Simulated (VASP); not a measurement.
# BN (Fm-3m) in VASP: notebook

The runs below take BN through G0W0 quasiparticle levels, with PBE, LDA.

Program: VASP 6.6.1. These are calculated values, not measurements. Logs are shortened: lines on timing, memory, paths and dates and some standing lists are left out, and cuts for length are marked.

### Step 1. The cell of the first run

It takes space group Fm-3m (No. 225, cubic). The conventional cell has a = 3.492 Å, b = 3.492 Å, c = 3.492 Å, α = 90.00°, β = 90.00°, γ = 90.00°. Within 2.3 Å of B (site symmetry m-3m) lie 6 N at 1.75 Å. N (site symmetry m-3m) has 6 B at 1.75 Å within 2.3 Å.

### Step 2. G0W0 quasiparticle levels, PBE

POSCAR reads:

```
BN
1.0
    0.0000000000      1.7458259515      1.7458259515
    1.7458259515      0.0000000000      1.7458259515
    1.7458259515      1.7458259515      0.0000000000
B N
1 1
Direct
    0.0000000000      0.0000000000      0.0000000000
    0.5000000000      0.5000000000      0.5000000000
```

INCAR.step1 reads:

```
ALGO = Normal
EDIFF = 1E-8
ENCUT = 500
GGA = PE
ISMEAR = 0
LASPH = T
LCHARG = F
LREAL = F
LWAVE = T
NELM = 100
PREC = Accurate
SIGMA = 0.01
```

INCAR.step2 reads:

```
ALGO = Exact
EDIFF = 1E-8
ENCUT = 500
GGA = PE
ISMEAR = 0
ISTART = 1
LASPH = T
LCHARG = F
LOPTICS = T
LREAL = F
LWAVE = T
NBANDS = 44
NELM = 1
PREC = Accurate
SIGMA = 0.01
```

INCAR.step3 reads:

```
ALGO = EVGW0
EDIFF = 1E-8
ENCUT = 500
ENCUTGW = 140.0
GGA = PE
ISMEAR = 0
ISTART = 1
LASPH = T
LCHARG = F
LREAL = F
LWAVE = F
NBANDS = 44
NBANDSGW = 12
NELMGW = 1
NOMEGA = 96
OMEGAMAX = 30
PREC = Accurate
PRECFOCK = Fast
SIGMA = 0.01
```

KPOINTS reads:

```
k-points
0
Gamma
  6 6 6
```

Potentials or basis: VASP PAW PBE potentials, release 64 (B_GW, N_GW).

On the command line:

```console
$ cat potpaw_PBE.64/B_GW/POTCAR potpaw_PBE.64/N_GW/POTCAR > POTCAR
$ cp INCAR.step1 INCAR
$ mpirun -np 1 vasp_std > vasp.out
$ cp INCAR.step2 INCAR
$ mpirun -np 1 vasp_std > vasp.out
$ cp INCAR.step3 INCAR
$ mpirun -np 1 vasp_std > vasp.out
```

OUTCAR:

```text
EDIFF = 1E-8
   ENCUT = 500
   ENCUTGW = 140.0
   GGA = PE
   ISMEAR = 0
   ISTART = 1
   LASPH = T
   LREAL = F
   NELMGW = 1
   PREC = Accurate
   PRECFOCK = Fast

 ion  position               nearest neighbor table
   1  0.000  0.000  0.000-   2 1.75   2 1.75   2 1.75   2 1.75   2 1.75   2 1.75
   2  0.500  0.500  0.500-   1 1.75   1 1.75   1 1.75   1 1.75   1 1.75   1 1.75

  LATTYP: Found a face centered cubic cell.
 ALAT       =     3.4916519030

  Lattice vectors:

 A1 = (   0.0000000000,   1.7458259515,   1.7458259515)
 A2 = (   1.7458259515,   0.0000000000,   1.7458259515)
 A3 = (   1.7458259515,   1.7458259515,   0.0000000000)

Analysis of symmetry for initial positions (statically):
=====================================================================
 Subroutine PRICEL returns:
 Original cell was already a primitive cell.

 Routine SETGRP: Setting up the symmetry group for a
 face centered cubic supercell.

 Subroutine GETGRP returns: Found 48 space group operations
 (whereof 48 operations were pure point group operations)
 out of a pool of 48 trial point group operations.

The static configuration has the point symmetry O_h .

Analysis of symmetry for dynamics (positions and initial velocities):
=====================================================================
 Subroutine PRICEL returns:
 Original cell was already a primitive cell.

 Routine SETGRP: Setting up the symmetry group for a
 face centered cubic supercell.

 Subroutine GETGRP returns: Found 48 space group operations
 (whereof 48 operations were pure point group operations)
 out of a pool of 48 trial point group operations.

The dynamic configuration has the point symmetry O_h .

 Subroutine INISYM returns: Found 48 space group operations
 (whereof 48 operations are pure point group operations),
 and found     1 'primitive' translations

----------------------------------------------------------------------------------------

                                     Primitive cell

  volume of cell :      10.6422

  direct lattice vectors                    reciprocal lattice vectors
     0.000000000  1.745825952  1.745825952    -0.286397392  0.286397392  0.286397392
     1.745825952  0.000000000  1.745825952     0.286397392 -0.286397392  0.286397392
     1.745825952  1.745825952  0.000000000     0.286397392  0.286397392 -0.286397392

  length of vectors
     2.468970738  2.468970738  2.468970738     0.496054835  0.496054835  0.496054835

  position of ions in fractional coordinates (direct lattice)
     0.000000000  0.000000000  0.000000000
     0.500000000  0.500000000  0.500000000

  ion indices of the primitive-cell ions
   primitive index   ion index
                 1           1
                 2           2

----------------------------------------------------------------------------------------

 KPOINTS: k-points

Automatic generation of k-mesh.
 Grid dimensions read from file:
 generate k-points for:    6    6    6

 Generating k-lattice:

  Cartesian coordinates                     Fractional coordinates (reciprocal lattice)
    -0.047732899  0.047732899  0.047732899     0.166666667  0.000000000  0.000000000
     0.047732899 -0.047732899  0.047732899     0.000000000  0.166666667  0.000000000
     0.047732899  0.047732899 -0.047732899     0.000000000  0.000000000  0.166666667

  Length of vectors
     0.082675806  0.082675806  0.082675806

  Shift w.r.t. Gamma in fractional coordinates (k-lattice)
     0.000000000  0.000000000  0.000000000

 Subroutine IBZKPT returns following result:
 ===========================================

 Found     16 irreducible k-points:

 Following reciprocal coordinates:
            Coordinates               Weight
  0.000000  0.000000  0.000000      1.000000
  0.166667  0.000000  0.000000      8.000000
  0.333333  0.000000  0.000000      8.000000
  0.500000  0.000000  0.000000      4.000000
  0.166667  0.166667  0.000000      6.000000
  0.333333  0.166667  0.000000     24.000000
[... 8 lines left out ...]
 -0.333333  0.333333  0.166667     24.000000
 -0.333333  0.500000  0.166667     12.000000
   k-points           NKPTS =     16   k-points in BZ     NKDIM =    216   number of bands    NBANDS=     44
   number of dos      NEDOS =    301   number of ions     NIONS =      2
   total plane-waves  NPLWV =   5832
   dimension x,y,z NGX =    18 NGY =   18 NGZ =   18
   dimension x,y,z NGXF=    36 NGYF=   36 NGZF=   36
   ions per type =               1   1
   NGX,Y,Z   is equivalent  to a cutoff of  12.12, 12.12, 12.12 a.u.
   NGXF,Y,Z  is equivalent  to a cutoff of  24.24, 24.24, 24.24 a.u.
 SYSTEM =  unknown system
   PREC   = accura    normal or accurate (medium, high low for compatibility)
   ISTART =      1    job   : 0-new  1-cont  2-samecut
   ICHARG =      0    charge: 1-file 2-atom 10-const
   ISPIN  =      1    spin polarized calculation?
   LNONCOLLINEAR =      F non collinear calculations
   LSORBIT =      F    spin-orbit coupling
   LASPH  =      T    aspherical Exc in radial PAW
   ENCUT  =  500.0 eV  36.75 Ry    6.06 a.u.   4.50  4.50  4.50*2*pi/ulx,y,z
   NELM   =     60;   NELMIN=  2; NELMDL=  0     # of ELM steps
   EDIFF  = 0.1E-07   stopping-criterion for ELM
   LREAL  =      F    real-space projection
   EDIFFG = 0.1E-06   stopping-criterion for IOM
   NSW    =      0    number of steps for IOM
   IBRION =     -1    ionic relax: 0-MD 1-quasi-New 2-CG
   NFREE  =      0    steps in history (QN), initial steepest desc. (CG)
   ISIF   =      0    stress and relaxation
   ISYM   =      3    0-nonsym 1-usesym 2-fastsym
   POTIM  = 0.5000    time-step for ionic-motion
   TEBEG  =    0.0;   TEEND  =   0.0 temperature during run
   PSTRESS=    0.0 pullay stress
   NELECT =       8.0000    total number of electrons
   NUPDOWN=      -1.0000    fix difference up-down
   EMIN   =  10.00;   EMAX   =-10.00  energy-range for DOS
   EFERMI =   0.00;   METHOD = LEGACY
   ISMEAR =     0;   SIGMA  =   0.01  broadening in eV -4-tet -1-fermi 0-gaus
   EFERMI_NEDOS =   21; number of points for ismear=-14 and -15
   IALGO  =     38    algorithm
   IMIX   =      4    mixing-type and parameters
     AMIX     =   0.40;   BMIX     =  1.00
     AMIX_MAG =   1.60;   BMIX_MAG =  1.00
  volume/ion in A,a.u.               =       5.32        35.91
  Fermi-wavevector in a.u.,A,eV,Ry     =   1.488540  2.812933 30.147133  2.215752
  Thomas-Fermi vector in A             =   2.601562
   LORBIT       =      0    0 simple, 1 ext, 2 COOP (PROOUT), +10 PAW based schemes
   GGA     = PE    functional components
   LHFCALC =     T    Hartree Fock is set to
   PRECFOCK=fast      Normal, Fast or Accurate (Low or Medium for compatibility)
   ENCUT4O =  -1.0   cutoff for four orbital integrals eV
   NKREDX  =     1    reduce k-point grid by
   NKREDY  =     1    reduce k-point grid by
   NKREDZ  =     1    reduce k-point grid by
   AEXX    =    1.0000 exact exchange contribution
   HFSCREEN=    0.0000 screening length (either q_TF or 0.3 A-1)
   HFSCREENC=   0.0000 screening length for correlation (either q_TF or 0.3 A-1)
   ENCUTFOCK=  -1.0 apply spherical cutoff to Coloumb kernel
   IVDW    =     0    specifies the selected vdW correction
   LEPSILON=     F    determine dielectric tensor
   LRPA    =     F    only Hartree local field effects (RPA)
   LRPAFORCE           =     F    calculate RPA forces
   ENCUTGW             = 140.0    cutoff for response function in eV
   ENCUTGWSOFT         = 112.0    soft cutoff for Coulomb kernel in GW response function in eV
   ENCUTLF             =  -1.0    cutoff for local field effects
   NELMGW              =     1    number of iterations in solving QP/BSE equation
   NELMHF              =     1    number of iterations in the inner HF iteration
   NKREDLFX            =     1    NKREDLFY  =   1   NKREDLFZ  =   1
 non-spin polarized calculation
 Gauss-broadening in eV      SIGMA  =   0.01
  energy-cutoff  :      500.00
  volume of cell :       10.64
 maximum number of plane-waves:       283
 NGX is ok and might be reduce to    18
  NGX = 12; NGY = 12; NGZ = 12
   NGX =  9   NGY =  9   NGZ =  9
 maximum number of plane-waves:        51
 NGX is ok and might be reduce to    10

 QP shifts <psi_nk| G(iteration)W_0 |psi_nk>: iteration 1
 for sc-GW calculations column KS-energies equals QP-energies in previous step
 and V_xc(KS)=  KS-energies - (<T + V_ion + V_H > + <T+V_H+V_ion>^1  + <V_x>^1)

 k-point   1 :       0.0000    0.0000    0.0000
  band No.  KS-energies  QP-energies   sigma(KS)   V_xc(KS)     V^pw_x(r,r')   Z            occupation Imag(sigma)

      1     -12.0324     -13.3839     -17.0943     -15.3620     -26.4537       0.7801       2.0000       1.9058
      2       9.5997       9.3756     -17.9353     -17.6531     -20.9934       0.7943       2.0000       0.0578
      3       9.5997       9.3756     -17.9353     -17.6531     -20.9934       0.7943       2.0000       0.0578
      4       9.5997       9.3756     -17.9353     -17.6531     -20.9934       0.7943       2.0000       0.0578
      5      19.6957      20.5251     -15.8979     -16.9682      -9.5784       0.7749       0.0000      -0.1654
      6      22.5540      23.5684     -13.4690     -14.7930      -5.6395       0.7662       0.0000      -0.3387
      7      22.5540      23.5684     -13.4690     -14.7930      -5.6395       0.7662       0.0000      -0.3387
      8      22.5540      23.5684     -13.4690     -14.7930      -5.6395       0.7662       0.0000      -0.3387
      9      29.0690      29.6943     -12.1580     -12.9106      -5.9514       0.8309       0.0000      -0.3055
     10      29.0690      29.6943     -12.1580     -12.9106      -5.9514       0.8309       0.0000      -0.3055
     11      29.0690      29.6943     -12.1580     -12.9106      -5.9514       0.8309       0.0000      -0.3055
     12      34.6764      35.0229     -10.4857     -10.9205      -3.0066       0.7971       0.0000      -0.4654

 k-point   2 :       0.1667    0.0000    0.0000
  band No.  KS-energies  QP-energies   sigma(KS)   V_xc(KS)     V^pw_x(r,r')   Z            occupation Imag(sigma)
[... 225 lines left out ...]
      1      -3.8793      -4.7698     -18.7193     -17.5556     -26.5852       0.7652       2.0000       0.9307
      2      -0.3308      -1.0298     -15.7554     -14.8339     -21.1792       0.7586       2.0000       0.3710
      3       2.5839       1.9486     -16.1951     -15.3700     -20.7095       0.7699       2.0000       0.1969
      4       3.7840       3.1273     -16.2943     -15.4453     -20.3096       0.7736       2.0000       0.1463
      5      14.9511      15.6158     -14.3281     -15.1620      -9.2619       0.7971       0.0000      -0.0763
      6      21.1791      22.2251     -14.3911     -15.7544      -7.4024       0.7673       0.0000      -0.2327
      7      23.0655      23.9671     -13.6912     -14.8126      -7.4733       0.8039       0.0000      -0.1582
      8      25.9089      27.2297     -15.7840     -17.5619      -7.6989       0.7429       0.0000      -0.4165
      9      26.7469      27.6426     -13.3598     -14.5302      -5.1849       0.7653       0.0000      -0.5628
     10      35.4113      36.1114     -11.7893     -12.6517      -3.8413       0.8119       0.0000      -1.0174
     11      49.4065      51.0938     -13.2325     -15.1728      -5.1410       0.8696       0.0000      -2.5132
     12      50.0738      51.1274     -11.8497     -13.1245      -3.3043       0.8265       0.0000      -1.8949
```

Run time: 46 s. Hardware: 1 thread of Intel Xeon 6975P-C (Granite Rapids), shared host; peak memory 0.19 GiB.

What came out:

- Quasiparticle gap: 1.62 eV
- Least direct quasiparticle gap: 6.77 eV
- Band gap of the starting levels on the mesh: 1.18 eV
- Least direct gap of the starting levels on the mesh: 5.83 eV

Caveat: the k points lie up to 0.52 Å⁻¹ apart; bands, screening cutoff and mesh are small and nothing is extrapolated, so the quasiparticle values aren't converged; the structure was generated, so it needn't be the stable form of BN.

### Step 3. G0W0 quasiparticle levels, LDA

POSCAR is that of step 2.

INCAR.step1 reads:

```
SYSTEM = BN
ALGO     = Normal         ! electronic algorithm
EDIFF    = 1E-8           ! SCF threshold, eV
ENCUT    = 500            ! plane-wave cutoff, eV
ISMEAR   = 0              ! smearing method
LASPH    = .TRUE.         ! aspherical terms in the spheres
LCHARG   = .FALSE.        ! write CHGCAR
LREAL    = .FALSE.        ! projectors in reciprocal space
LWAVE    = .TRUE.         ! write WAVECAR
NELM     = 100            ! most SCF steps
PREC     = Accurate       ! precision mode
SIGMA    = 0.01           ! smearing width, eV
```

INCAR.step2 reads:

```
SYSTEM = BN
ALGO     = Exact          ! electronic algorithm
EDIFF    = 1E-8           ! SCF threshold, eV
ENCUT    = 500            ! plane-wave cutoff, eV
ISMEAR   = 0              ! smearing method
ISTART   = 1            
LASPH    = .TRUE.         ! aspherical terms in the spheres
LCHARG   = .FALSE.        ! write CHGCAR
LOPTICS  = .TRUE.         ! frequency-dependent dielectric function
LREAL    = .FALSE.        ! projectors in reciprocal space
LWAVE    = .TRUE.         ! write WAVECAR
NBANDS   = 44             ! bands
NELM     = 1              ! most SCF steps
PREC     = Accurate       ! precision mode
SIGMA    = 0.01           ! smearing width, eV
```

INCAR.step3 reads:

```
SYSTEM = BN
ALGO     = EVGW0          ! electronic algorithm
EDIFF    = 1E-8           ! SCF threshold, eV
ENCUT    = 500            ! plane-wave cutoff, eV
ENCUTGW  = 140.0          ! cutoff of the response function
ISMEAR   = 0              ! smearing method
ISTART   = 1            
LASPH    = .TRUE.         ! aspherical terms in the spheres
LCHARG   = .FALSE.        ! write CHGCAR
LREAL    = .FALSE.        ! projectors in reciprocal space
LWAVE    = .FALSE.        ! write WAVECAR
NBANDS   = 44             ! bands
NBANDSGW = 12           
NELMGW   = 1            
NOMEGA   = 96             ! frequency points
OMEGAMAX = 30           
PREC     = Accurate       ! precision mode
PRECFOCK = Fast         
SIGMA    = 0.01           ! smearing width, eV
```

KPOINTS reads:

```
k-points
0
G
  6 6 6
  0 0 0
```

Potentials or basis: VASP PAW LDA potentials, release 64 (B_GW, N_GW).

On the command line:

```console
$ cat potpaw_LDA.64/B_GW/POTCAR potpaw_LDA.64/N_GW/POTCAR > POTCAR
$ cp INCAR.step1 INCAR
$ mpirun -np 1 vasp_std > vasp.out
$ cp INCAR.step2 INCAR
$ mpirun -np 1 vasp_std > vasp.out
$ cp INCAR.step3 INCAR
$ mpirun -np 1 vasp_std > vasp.out
```

OUTCAR:

```text
SYSTEM = BN
   EDIFF = 1E-8
   ENCUT = 500
   ENCUTGW = 140.0
   ISMEAR = 0
   ISTART = 1
   LASPH = .TRUE.
   LREAL = .FALSE.
   NELMGW = 1
   PREC = Accurate
   PRECFOCK = Fast

 ion  position               nearest neighbor table
   1  0.000  0.000  0.000-   2 1.75   2 1.75   2 1.75   2 1.75   2 1.75   2 1.75
   2  0.500  0.500  0.500-   1 1.75   1 1.75   1 1.75   1 1.75   1 1.75   1 1.75

[... 191 lines left out ...]
      2       9.6287       9.5791     -17.8989     -17.8365     -20.9555       0.7951       2.0000       0.0578
      3       9.6287       9.5791     -17.8989     -17.8365     -20.9555       0.7951       2.0000       0.0578
      4       9.6287       9.5791     -17.8989     -17.8365     -20.9555       0.7951       2.0000       0.0578
      5      20.0096      20.7433     -15.9415     -16.8922      -9.5234       0.7717       0.0000      -0.1754
      6      22.4133      23.7350     -13.5038     -15.2357      -5.6798       0.7631       0.0000      -0.3317
      7      22.4133      23.7350     -13.5038     -15.2357      -5.6798       0.7631       0.0000      -0.3317
      8      22.4133      23.7350     -13.5038     -15.2357      -5.6798       0.7631       0.0000      -0.3317
      9      29.0976      29.8927     -12.1582     -13.1150      -5.9538       0.8310       0.0000      -0.3077
     10      29.0976      29.8927     -12.1582     -13.1150      -5.9538       0.8310       0.0000      -0.3077
     11      29.0976      29.8927     -12.1582     -13.1150      -5.9538       0.8310       0.0000      -0.3077
     12      34.5053      35.2095     -10.5019     -11.3880      -3.0271       0.7947       0.0000      -0.4652
[... 228 lines left out ...]
      1      -3.5593      -4.5176     -18.6391     -17.3839     -26.4323       0.7635       2.0000       0.9124
      2      -0.3192      -0.8103     -15.7221     -15.0723     -21.1690       0.7559       2.0000       0.3759
      3       2.6022       2.1648     -16.1611     -15.5935     -20.6934       0.7708       2.0000       0.1987
      4       3.8805       3.3550     -16.2987     -15.6192     -20.3196       0.7734       2.0000       0.1443
      5      15.0528      15.8345     -14.3212     -15.3050      -9.2112       0.7946       0.0000      -0.0774
      6      21.1286      22.4037     -14.4260     -16.0898      -7.4281       0.7664       0.0000      -0.2322
      7      22.9991      24.1474     -13.7428     -15.1762      -7.5079       0.8011       0.0000      -0.1581
      8      25.7679      27.3629     -15.8036     -17.9496      -7.7112       0.7432       0.0000      -0.4115
      9      26.6013      27.7902     -13.3377     -14.8927      -5.1831       0.7645       0.0000      -0.5538
     10      35.2832      36.2846     -11.8005     -13.0331      -3.8487       0.8124       0.0000      -1.0143
     11      49.5187      51.2411     -13.2301     -15.2263      -5.1175       0.8628       0.0000      -2.5225
     12      49.9676      51.3096     -11.8713     -13.4865      -3.3209       0.8309       0.0000      -1.9043
```

OUTCAR.step1:

```text
SYSTEM = BN
   EDIFF = 1E-8
   ENCUT = 500
   ISMEAR = 0
   LASPH = .TRUE.
   LREAL = .FALSE.
[... 386 lines left out ...]
      0.00000      0.00000      0.00000        -0.000000      0.000000      0.000000
      1.74583      1.74583      1.74583         0.000000     -0.000000     -0.000000
 -----------------------------------------------------------------------------------
    total drift:                               -0.000000     -0.000000     -0.000000

  FREE ENERGIE OF THE ION-ELECTRON SYSTEM (eV)
  ---------------------------------------------------
  free  energy   TOTEN  =       -15.9728400903 eV

  energy  without entropy=      -15.9728400903  energy(sigma->0) =      -15.97284009
```

OUTCAR.step2:

```text
SYSTEM = BN
   EDIFF = 1E-8
   ENCUT = 500
   ISMEAR = 0
[... 849 lines left out ...]
  --------------------------------------------------------------------------------------------------------------
     0.00000     9.89638     9.89638     9.89638     0.00000     0.00000    -0.00000
     1.81020    10.42318    10.42318    10.42318     0.00000     0.00000    -0.00000
     3.62041    12.61912    12.61912    12.61912     0.00000     0.00000    -0.00000
     5.43061    24.93720    24.93720    24.93720     0.00000     0.00000    -0.00000
     7.24082   -10.33948   -10.33948   -10.33948     0.00000     0.00000     0.00000
     9.05102   -11.71766   -11.71766   -11.71766    -0.00000    -0.00000     0.00000
[... 92 lines left out ...]
   177.40004     0.96587     0.96587     0.96587    -0.00000    -0.00000     0.00000
   179.21024     0.96660     0.96660     0.96660    -0.00000    -0.00000     0.00000
```

Wall time 44 s (1 thread of Intel Xeon Platinum 8375C at 2.90GHz (Ice Lake), shared host); peak memory 0.19 GiB.

Results:

| Quantity | Value |
| --- | --- |
| Quasiparticle gap | 1.68 eV |
| Least direct quasiparticle gap | 6.79 eV |
| Band gap of the starting levels on the mesh | 1.34 eV |
| Least direct gap of the starting levels on the mesh | 5.70 eV |

Caveat: the k points lie up to 0.52 Å⁻¹ apart; bands, screening cutoff and mesh are small and nothing is extrapolated, so the quasiparticle values aren't converged; the structure was generated, so it needn't be the stable form of BN.
